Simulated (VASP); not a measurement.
Here is a VASP 6.6.1 calculation.

Contents of INCAR:

```
PREC     = Accurate       # precision mode
ENCUT    = 520            # plane-wave cutoff, eV
EDIFF    = 1E-7           # SCF threshold, eV
ISMEAR   = 0              # smearing method
SIGMA    = 0.1            # smearing width, eV
LREAL    = False          # projectors in reciprocal space
LASPH    = True           # aspherical terms in the spheres
NELM     = 80             # most SCF steps
ALGO     = Normal         # electronic algorithm
ISIF     = 2              # what is computed and relaxed
LWAVE    = False          # write WAVECAR
LCHARG   = False          # write CHGCAR
LDIPOL   = True         
IDIPOL   = 3            
DIPOL    = 0.5 0.5 0.500
GGA      = PE             # functional
NBANDS   = 17             # bands
```

File KPOINTS:

```
Automatic mesh
0
Gamma
  9 9 1
```

File POSCAR:

```
Ca
1.0
    3.9066182650      0.0000000000      0.0000000000
   -1.9533091325      3.3832306604      0.0000000000
    0.0000000000      0.0000000000     18.1897404564
Ca
2
Direct
    0.6666666667      0.3333333333      0.4123203417
    0.3333333333      0.6666666667      0.5876796583
```

Potentials or basis: VASP PAW PBE potentials, release 64 (Ca_sv).

Command:

```console
$ cat potpaw_PBE.64/Ca_sv/POTCAR > POTCAR
$ mpirun -np 1 vasp_std > vasp.out
```

(1) Estimate the largest force.

(2) Estimate the band gap on the k mesh.

Answers

(1) 0.139 eV/Å.

(2) zero (band 10 reaches -1.01 eV, above the bottom of band 11 at -1.14 eV).
